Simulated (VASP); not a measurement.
# CaO (Fm-3m) in VASP: a series of runs

CaO is run at these levels: r2SCAN; tasks: single point.

Everything below comes from runs of VASP 6.6.1. Logs are shortened: lines on timing, memory, paths and dates and some standing lists are left out, and cuts for length are marked.

## Step 1: The cell of the first run

Symmetry: Fm-3m, No. 225, cubic system. Conventional cell: a = 4.680 Å, b = 4.680 Å, c = 4.680 Å, α = 90.00°, β = 90.00°, γ = 90.00°. Within 3.1 Å of Ca (site symmetry m-3m) lie 6 O at 2.34 Å. O (site symmetry m-3m) has 6 Ca at 2.34 Å within 3.1 Å.

## Step 2: Single point, r2SCAN

POSCAR

```
CaO
1.0
    0.0000000000      2.3397941731      2.3397941731
    2.3397941731      0.0000000000      2.3397941731
    2.3397941731      2.3397941731      0.0000000000
Ca O
1 1
Direct
    0.0000000000      0.0000000000      0.0000000000
    0.5000000000      0.5000000000      0.5000000000
```

INCAR.step1

```
SYSTEM = CaO
PREC = Accurate
ENCUT = 910
ISMEAR = 0
SIGMA = 0.01
LREAL = .FALSE.
LASPH = .TRUE.
NELM = 120
NBANDS = 15
GGA = PE
ALGO = Normal
EDIFF = 1E-5
LWAVE = .TRUE.
LCHARG = .FALSE.
GGA_COMPAT = .FALSE.
```

INCAR.step2

```
SYSTEM = CaO
PREC = Accurate
ENCUT = 910
EDIFF = 1E-6
ISMEAR = 0
SIGMA = 0.01
LREAL = .FALSE.
LASPH = .TRUE.
NELM = 120
ALGO = Normal
ISIF = 2
LWAVE = .FALSE.
LCHARG = .FALSE.
METAGGA = R2SCAN
LMIXTAU = .TRUE.
NBANDS = 15
ISTART = 1
GGA_COMPAT = .FALSE.
```

KPOINTS

```
regular mesh
0
G
  8 8 8
  0 0 0
```

Potentials or basis: VASP PAW PBE potentials, release 64 (Ca_sv, O_h).

Launch:

```bash
> cat potpaw_PBE.64/Ca_sv/POTCAR potpaw_PBE.64/O_h/POTCAR > POTCAR
> cp INCAR.step1 INCAR
> mpirun -np 1 vasp_std > vasp.out
> cp INCAR.step2 INCAR
> mpirun -np 1 vasp_std > vasp.out
```

OUTCAR:

```text
SYSTEM = CaO
   PREC = Accurate
   ENCUT = 910
   EDIFF = 1E-6
   ISMEAR = 0
   LREAL = .FALSE.
   LASPH = .TRUE.
   NELM = 120
   ISIF = 2
   METAGGA = R2SCAN
   ISTART = 1

 ion  position               nearest neighbor table
   1  0.000  0.000  0.000-   2 2.34   2 2.34   2 2.34   2 2.34   2 2.34   2 2.34
   2  0.500  0.500  0.500-   1 2.34   1 2.34   1 2.34   1 2.34   1 2.34   1 2.34

  LATTYP: Found a face centered cubic cell.
 ALAT       =     4.6795883462

  Lattice vectors:

 A1 = (   0.0000000000,   2.3397941731,   2.3397941731)
 A2 = (   2.3397941731,   0.0000000000,   2.3397941731)
 A3 = (   2.3397941731,   2.3397941731,   0.0000000000)

Analysis of symmetry for initial positions (statically):
=====================================================================
 Subroutine PRICEL returns:
 Original cell was already a primitive cell.

 Routine SETGRP: Setting up the symmetry group for a
 face centered cubic supercell.

 Subroutine GETGRP returns: Found 48 space group operations
 (whereof 48 operations were pure point group operations)
 out of a pool of 48 trial point group operations.

The static configuration has the point symmetry O_h .

Analysis of symmetry for dynamics (positions and initial velocities):
=====================================================================
 Subroutine PRICEL returns:
 Original cell was already a primitive cell.

 Routine SETGRP: Setting up the symmetry group for a
 face centered cubic supercell.

 Subroutine GETGRP returns: Found 48 space group operations
 (whereof 48 operations were pure point group operations)
 out of a pool of 48 trial point group operations.

The dynamic configuration has the point symmetry O_h .

 Subroutine INISYM returns: Found 48 space group operations
 (whereof 48 operations are pure point group operations),
 and found     1 'primitive' translations

----------------------------------------------------------------------------------------

                                     Primitive cell

  volume of cell :      25.6190

  direct lattice vectors                    reciprocal lattice vectors
     0.000000000  2.339794173  2.339794173    -0.213694010  0.213694010  0.213694010
     2.339794173  0.000000000  2.339794173     0.213694010 -0.213694010  0.213694010
     2.339794173  2.339794173  0.000000000     0.213694010  0.213694010 -0.213694010

  length of vectors
     3.308968653  3.308968653  3.308968653     0.370128883  0.370128883  0.370128883

  position of ions in fractional coordinates (direct lattice)
[... 90 lines left out ...]
   NELECT =      16.0000    total number of electrons
   NUPDOWN=      -1.0000    fix difference up-down
   EMIN   =  10.00;   EMAX   =-10.00  energy-range for DOS
   EFERMI =   0.00;   METHOD = LEGACY
   ISMEAR =     0;   SIGMA  =   0.01  broadening in eV -4-tet -1-fermi 0-gaus
   EFERMI_NEDOS =   21; number of points for ismear=-14 and -15
   IALGO  =     38    algorithm
   IMIX   =      4    mixing-type and parameters
     AMIX     =   0.40;   BMIX     =  1.00
     AMIX_MAG =   1.60;   BMIX_MAG =  1.00
  volume/ion in A,a.u.               =      12.81        86.44
  Fermi-wavevector in a.u.,A,eV,Ry     =   1.399353  2.644393 26.642763  1.958188
  Thomas-Fermi vector in A             =   2.522420
   LORBIT       =      0    0 simple, 1 ext, 2 COOP (PROOUT), +10 PAW based schemes
   METAGGA = R2SCAN    functional components
   LHFCALC =     F    Hartree Fock is set to
   AEXX    =    0.0000 exact exchange contribution
   IVDW    =     0    specifies the selected vdW correction
   LEPSILON=     F    determine dielectric tensor
   LRPA    =     F    only Hartree local field effects (RPA)
 non-spin polarized calculation
 Gauss-broadening in eV      SIGMA  =   0.01
  energy-cutoff  :      910.00
  volume of cell :       25.62
 maximum number of plane-waves:      1639
 NGX is ok and might be reduce to    36
   NGX = 17   NGY = 17   NGZ = 17

 number of electron      16.0000001 magnetization

 Free energy of the ion-electron system (eV)
  ---------------------------------------------------
  ext. energy  EPLUGINS =         0.00000000
  ---------------------------------------------------
  free energy    TOTEN  =       -19.39019592 eV

  energy without entropy =      -19.39019592  energy(sigma->0) =      -19.39019592

 E-fermi :   2.9745     XC(G=0): -11.5089

 val. band max:        2.7842396660   @ k =   0.0000   0.0000   0.0000
 cond. band min:       6.9405422728   @ k =   0.5000   0.5000   0.0000
 fundamental gap:      4.1563026068
 Fermi energy:         2.9744980553

 k-point     1 :       0.0000    0.0000    0.0000
  band No.  band energies     occupation
      1     -35.9443      2.00000
      2     -15.7687      2.00000
      3     -15.7687      2.00000
      4     -15.7687      2.00000
      5     -13.8472      2.00000
      6       2.7842      2.00000
      7       2.7842      2.00000
      8       2.7842      2.00000
      9       8.9225      0.00000
     10       9.8338      0.00000
     11       9.8338      0.00000
     12       9.8338      0.00000
     13      11.5751      0.00000
     14      11.5751      0.00000
[... 401 lines left out ...]
      2     -17.0914      2.00000
      3     -16.0763      2.00000
      4     -15.9298      2.00000
      5     -12.5690      2.00000
      6       0.6343      2.00000
      7       1.5895      2.00000
      8       1.6133      2.00000
      9      10.4899      0.00000
     10      10.5842      0.00000
     11      12.7216      0.00000
     12      13.0981      0.00000
     13      14.4297      0.00000
     14      16.3450      0.00000
     15      18.7770      0.00000

 [... further k-points ...]

------------------------ aborting loop because EDIFF is reached ----------------------------------------

  FORCE on cell =-STRESS in cart. coord.  units (eV):
  Direction    XX          YY          ZZ          XY          YZ          ZX
  --------------------------------------------------------------------------------------
  -------------------------------------------------------------------------------------
  Total        1.8012806      1.8012806      1.8012806      0.0000000      0.0000000     -0.0000000
  in kB      112.6494312    112.6494312    112.6494312      0.0000000      0.0000000     -0.0000000
  external PRESSURE =     112.6494312 kB  Pullay stress =       0.0000000 kB

 VOLUME and BASIS-vectors are now :
 -----------------------------------------------------------------------------
  energy-cutoff  :      910.00
  volume of cell :       25.62
      direct lattice vectors                 reciprocal lattice vectors
     0.000000000  2.339794173  2.339794173    -0.213694010  0.213694010  0.213694010
     2.339794173  0.000000000  2.339794173     0.213694010 -0.213694010  0.213694010
     2.339794173  2.339794173  0.000000000     0.213694010  0.213694010 -0.213694010

 POSITION                                       TOTAL-FORCE (eV/Angst)
 -----------------------------------------------------------------------------------
      0.00000      0.00000      0.00000         0.000000     -0.000000      0.000000
      2.33979      2.33979      2.33979        -0.000000      0.000000     -0.000000
 -----------------------------------------------------------------------------------
    total drift:                                0.000000      0.000000      0.000000

  FREE ENERGIE OF THE ION-ELECTRON SYSTEM (eV)
  ---------------------------------------------------
  free  energy   TOTEN  =       -19.3901959214 eV

  energy  without entropy=      -19.3901959214  energy(sigma->0) =      -19.39019592
```

OUTCAR.step1:

```text
SYSTEM = CaO
   PREC = Accurate
   ENCUT = 910
   ISMEAR = 0
   LREAL = .FALSE.
   LASPH = .TRUE.
[... 654 lines left out ...]
      0.00000      0.00000      0.00000         0.000000      0.000000      0.000000
      2.33979      2.33979      2.33979        -0.000000     -0.000000     -0.000000
 -----------------------------------------------------------------------------------
    total drift:                                0.000000      0.000000      0.000000

  FREE ENERGIE OF THE ION-ELECTRON SYSTEM (eV)
  ---------------------------------------------------
  free  energy   TOTEN  =       -12.7076061869 eV

  energy  without entropy=      -12.7076061869  energy(sigma->0) =      -12.70760619
```

Run time: 3.9 min. Hardware: 1 thread of AMD EPYC 7R43 (Zen 3), shared host; peak memory 0.19 GiB.

Results:

| Property | Result |
| --- | --- |
| Free energy | -19.3902 eV |
| Pressure | 11.3 GPa |
| Band gap on the k mesh | 4.16 eV (least direct gap 4.50 eV) |

Caveat: the cutoff is under 1.25 times the usual one of these potentials, so pressure, stress and relaxed cells hold a basis-set (Pulay) error; the cell stands under pressure; the PAW data sets were made with another functional, which shifts forces and pressure a little. A k mesh can miss the band edges.

## Step 3: Single point, r2SCAN

This run uses another cell than the first one, of 13.78 Å³/atom.

POSCAR

```
CaO
1.0
    0.0000000000      2.3974398381      2.3974398381
    2.3974398381      0.0000000000      2.3974398381
    2.3974398381      2.3974398381      0.0000000000
Ca O
1 1
Direct
    0.0000000000      0.0000000000      0.0000000000
    0.5000000000      0.5000000000      0.5000000000
```

INCAR.step1

```
ALGO = Normal
EDIFF = 1E-5
ENCUT = 910
GGA = PE
GGA_COMPAT = False
ISMEAR = -1
LASPH = True
LCHARG = False
LREAL = False
LWAVE = True
NBANDS = 15
NELM = 120
PREC = Accurate
SIGMA = 0.08
```

INCAR.step2

```
ALGO = Normal
EDIFF = 1E-6
ENCUT = 910
GGA_COMPAT = False
ISIF = 2
ISMEAR = -1
ISTART = 1
LASPH = True
LCHARG = False
LMIXTAU = True
LREAL = False
LWAVE = False
METAGGA = R2SCAN
NBANDS = 15
NELM = 120
PREC = Accurate
SIGMA = 0.08
```

KPOINTS

```
k-points
0
Gamma
  18 18 18
```

Potentials or basis: VASP PAW PBE potentials, release 64 (Ca_sv, O_h).

Launch:

```bash
> cat potpaw_PBE.64/Ca_sv/POTCAR potpaw_PBE.64/O_h/POTCAR > POTCAR
> cp INCAR.step1 INCAR
> mpirun -np 1 vasp_std > vasp.out
> cp INCAR.step2 INCAR
> mpirun -np 1 vasp_std > vasp.out
```

OUTCAR:

```text
EDIFF = 1E-6
   ENCUT = 910
   ISIF = 2
   ISMEAR = -1
   ISTART = 1
   LASPH = True
   LREAL = False
   METAGGA = R2SCAN
   NELM = 120
   PREC = Accurate

 ion  position               nearest neighbor table
   1  0.000  0.000  0.000-
   2  0.500  0.500  0.500-

  LATTYP: Found a face centered cubic cell.
 ALAT       =     4.7948796762

  Lattice vectors:

 A1 = (   0.0000000000,   2.3974398381,   2.3974398381)
 A2 = (   2.3974398381,   0.0000000000,   2.3974398381)
 A3 = (   2.3974398381,   2.3974398381,   0.0000000000)

Analysis of symmetry for initial positions (statically):
=====================================================================
 Subroutine PRICEL returns:
 Original cell was already a primitive cell.

 Routine SETGRP: Setting up the symmetry group for a
 face centered cubic supercell.

 Subroutine GETGRP returns: Found 48 space group operations
 (whereof 48 operations were pure point group operations)
 out of a pool of 48 trial point group operations.

The static configuration has the point symmetry O_h .

Analysis of symmetry for dynamics (positions and initial velocities):
=====================================================================
 Subroutine PRICEL returns:
 Original cell was already a primitive cell.

 Routine SETGRP: Setting up the symmetry group for a
 face centered cubic supercell.

 Subroutine GETGRP returns: Found 48 space group operations
 (whereof 48 operations were pure point group operations)
 out of a pool of 48 trial point group operations.

The dynamic configuration has the point symmetry O_h .

 Subroutine INISYM returns: Found 48 space group operations
 (whereof 48 operations are pure point group operations),
 and found     1 'primitive' translations

[... 120 lines left out ...]
   LHFCALC =     F    Hartree Fock is set to
   AEXX    =    0.0000 exact exchange contribution
   IVDW    =     0    specifies the selected vdW correction
   LEPSILON=     F    determine dielectric tensor
   LRPA    =     F    only Hartree local field effects (RPA)
 non-spin polarized calculation
  energy-cutoff  :      910.00
  volume of cell :       27.56
 maximum number of plane-waves:      1759
 NGX is ok and might be reduce to    36
   NGX = 17   NGY = 17   NGZ = 17

 number of electron      16.0000000 magnetization

 Free energy of the ion-electron system (eV)
  ---------------------------------------------------
  ext. energy  EPLUGINS =         0.00000000
  ---------------------------------------------------
  free energy    TOTEN  =       -19.46345559 eV

  energy without entropy =      -19.46345559  energy(sigma->0) =      -19.46345559

 E-fermi :   3.9207     XC(G=0): -11.1152

 val. band max:        2.3320631342   @ k =   0.0000   0.0000   0.0000
 cond. band min:       6.5233552251   @ k =   0.5000   0.5000   0.0000
 fundamental gap:      4.1912920910
 Fermi energy:         3.9206870337

 k-point     1 :       0.0000    0.0000    0.0000
  band No.  band energies     occupation
      1     -36.6922      2.00000
      2     -16.5789      2.00000
      3     -16.5789      2.00000
      4     -16.5789      2.00000
      5     -14.1572      2.00000
      6       2.3321      2.00000
      7       2.3321      2.00000
      8       2.3321      2.00000
      9       7.8207      0.00000
     10       9.2071      0.00000
     11       9.2071      0.00000
     12       9.2071      0.00000
     13      10.8163      0.00000
     14      10.8163      0.00000
[... 401 lines left out ...]
      2     -17.2700      2.00000
      3     -16.6303      2.00000
      4     -16.5928      2.00000
      5     -13.4301      2.00000
      6       0.8565      2.00000
      7       1.6233      2.00000
      8       1.7947      2.00000
      9       9.1294      0.00000
     10       9.8704      0.00000
     11      10.0207      0.00000
     12      10.4097      0.00000
     13      11.9220      0.00000
     14      12.2456      0.00000
     15      19.2551      0.00000

 [... further k-points ...]

------------------------ aborting loop because EDIFF is reached ----------------------------------------

  FORCE on cell =-STRESS in cart. coord.  units (eV):
  Direction    XX          YY          ZZ          XY          YZ          ZX
  --------------------------------------------------------------------------------------
  -------------------------------------------------------------------------------------
  Total        0.1565784      0.1565784      0.1565784      0.0000000     -0.0000000      0.0000000
  in kB        9.1026796      9.1026796      9.1026796      0.0000000     -0.0000000      0.0000000
  external PRESSURE =       9.1026796 kB  Pullay stress =       0.0000000 kB

 VOLUME and BASIS-vectors are now :
 -----------------------------------------------------------------------------
  energy-cutoff  :      910.00
  volume of cell :       27.56
      direct lattice vectors                 reciprocal lattice vectors
     0.000000000  2.397439838  2.397439838    -0.208555807  0.208555807  0.208555807
     2.397439838  0.000000000  2.397439838     0.208555807 -0.208555807  0.208555807
     2.397439838  2.397439838  0.000000000     0.208555807  0.208555807 -0.208555807

 POSITION                                       TOTAL-FORCE (eV/Angst)
 -----------------------------------------------------------------------------------
      0.00000      0.00000      0.00000         0.000000     -0.000000      0.000000
      2.39744      2.39744      2.39744        -0.000000      0.000000     -0.000000
 -----------------------------------------------------------------------------------
    total drift:                                0.000000      0.000000      0.000000

  FREE ENERGIE OF THE ION-ELECTRON SYSTEM (eV)
  ---------------------------------------------------
  free  energy   TOTEN  =       -19.4634555905 eV

  energy  without entropy=      -19.4634555904  energy(sigma->0) =      -19.46345559
```

Run time: 10 min. Hardware: 1 thread of Intel Xeon Platinum 8259CL at 2.50GHz (Skylake/Cascade Lake), shared host; peak memory 0.36 GiB.

Results:

* Free energy: -19.4635 eV
* Pressure: 0.9 GPa
* Band gap on the k mesh: 4.19 eV (least direct gap 4.56 eV)

Caveat: the cutoff is under 1.25 times the usual one of these potentials, so pressure, stress and relaxed cells hold a basis-set (Pulay) error; the PAW data sets were made with another functional, which shifts forces and pressure a little. A k mesh can miss the band edges.

## Step 4: Single point, r2SCAN

This run uses another cell than the first one, of 12.43 Å³/atom.

POSCAR

```
CaO
1.0
    0.0000000000      2.3165967440      2.3165967440
    2.3165967440      0.0000000000      2.3165967440
    2.3165967440      2.3165967440      0.0000000000
Ca O
1 1
Direct
    0.0000000000      0.0000000000      0.0000000000
    0.5000000000      0.5000000000      0.5000000000
```

INCAR.step1

```
PREC = Accurate ; ENCUT = 910
ISMEAR = 0 ; SIGMA = 0.01
LREAL = False ; LASPH = True
NELM = 120 ; NBANDS = 15
GGA = PE ; ALGO = Normal
EDIFF = 1E-5 ; LWAVE = True
LCHARG = False ; GGA_COMPAT = False
```

INCAR.step2

```
PREC = Accurate ; ENCUT = 910
EDIFF = 1E-6 ; ISMEAR = 0
SIGMA = 0.01 ; LREAL = False
LASPH = True ; NELM = 120
ALGO = Normal ; ISIF = 2
LWAVE = False ; LCHARG = False
METAGGA = R2SCAN ; LMIXTAU = True
NBANDS = 15 ; ISTART = 1
GGA_COMPAT = False
```

KPOINTS

```
Automatic mesh
0
Gamma
  8 8 8
```

Launch:

```bash
> cat potpaw_PBE.64/Ca_sv/POTCAR potpaw_PBE.64/O_h/POTCAR > POTCAR
> cp INCAR.step1 INCAR
> mpirun -np 1 vasp_std > vasp.out
> cp INCAR.step2 INCAR
> mpirun -np 1 vasp_std > vasp.out
```

It took 60 s on 1 thread of Intel Xeon Platinum 8259CL at 2.50GHz (Skylake/Cascade Lake), shared host; peak memory 0.2 GiB.

The run converged. Its results:

```
Free energy            : -19.3238 eV
Pressure               : 16.5 GPa
Band gap on the k mesh : 4.13 eV (least direct gap 4.47 eV)
```

Levels at points of the mesh, in eV from the valence-band top:
```csv
k point,band 6,band 7,band 8,band 9,band 10,band 11
"(0.00, 0.00, 0.00)",0.00,0.00,0.00,6.42,7.12,7.12
"(0.50, 0.00, 0.00)",-2.87,-1.44,-1.44,8.23,9.67,9.67
"(0.50, 0.50, 0.00)",-1.21,-0.34,-0.34,4.13,9.63,10.27
```

Caveat: the cutoff is under 1.25 times the usual one of these potentials, so pressure, stress and relaxed cells hold a basis-set (Pulay) error; the cell stands under pressure; the PAW data sets were made with another functional, which shifts forces and pressure a little. A k mesh can miss the band edges.

## Step 5: Overview

| cell | k mesh | smearing | gap on the mesh (eV) | pressure (GPa) |
| --- | --- | --- | --- | --- |
| a = 3.309 Å, angles 60.0°, 2 atoms | 8 × 8 × 8 | gaussian 0.01 eV | 4.16 | 11.3 |
| a = 3.390 Å, angles 60.0°, 2 atoms | 18 × 18 × 18 | fermi-dirac 0.08 eV | 4.19 | 0.9 |
| a = 3.276 Å, angles 60.0°, 2 atoms | 8 × 8 × 8 | gaussian 0.01 eV | 4.13 | 16.5 |

Alike in all rows: task single point; level r2SCAN; potentials or basis VASP PAW PBE potentials, release 64 (Ca_sv, O_h); no spin polarisation; cutoff (eV) 910.

Caveats: the cutoff is under 1.25 times the usual one of these potentials, so pressure, stress and relaxed cells hold a basis-set (Pulay) error; the PAW data sets were made with another functional, which shifts forces and pressure a little; the cell stands under pressure (at least some runs).

Total energies depend on the potentials used, so only differences within one code and one set of settings carry meaning.
